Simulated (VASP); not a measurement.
Input of a VASP 6.6.1 run:

Contents of INCAR:

```
SYSTEM = CdSeS4
PREC = Accurate
ENCUT = 600
EDIFF = 1E-6
ISMEAR = 0
SIGMA = 0.1
LREAL = .FALSE.
LASPH = .TRUE.
NELM = 60
ALGO = Normal
ISIF = 3
LWAVE = .FALSE.
LCHARG = .FALSE.
GGA = PE
IBRION = 2
NSW = 100
EDIFFG = -0.01
```

KPOINTS

```
regular mesh
0
G
  12 12 6
  0 0 0
```

The input POSCAR:

```
CdSeS4
1.0
    4.9790566127      0.0000000000      0.0000000000
   -2.4895283063      4.3119895135      0.0000000000
    0.0000000000      0.0000000000      7.6021010292
Cd Se S
1 1 4
Direct
    0.3333333333      0.6666666667      0.0000000000
    0.0000000000      0.0000000000      0.0000000000
    0.6666666667      0.3333333333      0.0000000000
    0.9447904368      0.4723952184      0.5000000000
    0.5276047816      0.4723952184      0.5000000000
    0.5276047816      0.0552095632      0.5000000000
```

Potentials or basis: VASP PAW PBE potentials, release 64 (Cd, Se, S).

Command:

```sh
$ cat potpaw_PBE.64/Cd/POTCAR potpaw_PBE.64/Se/POTCAR potpaw_PBE.64/S/POTCAR > POTCAR
$ mpirun -np 1 vasp_std > vasp.out
```

**Question.** Predict the relaxed volume.

**Answer.** 27.27 Å³/atom.

**Question.** What does it give for the band gap on the k mesh?

**Answer.** 0.05 eV (least direct gap 0.11 eV).

**Question.** Estimate the space group after relaxing (to 0.1 Å).

**Answer.** P-6m2 (No. 187).

**Question.** Predict the relaxed cell.

**Answer.** a = 4.985 Å, b = 4.985 Å, c = 7.602 Å, α = 90.00°, β = 90.00°, γ = 120.00°.

Step by step:
```
step  energy change (eV)  largest force (eV/Å)  pressure (GPa)  volume (Å³)
   1              0.0000                0.2507           -0.19       163.21
   2              0.0023                0.3043            0.67       162.45
   3             -0.0022                0.0310            0.14       162.89
   4             -0.0028                0.0163            0.08       163.34
   5             -0.0030                0.0063            0.02       163.64
```

A k mesh can miss the band edges.
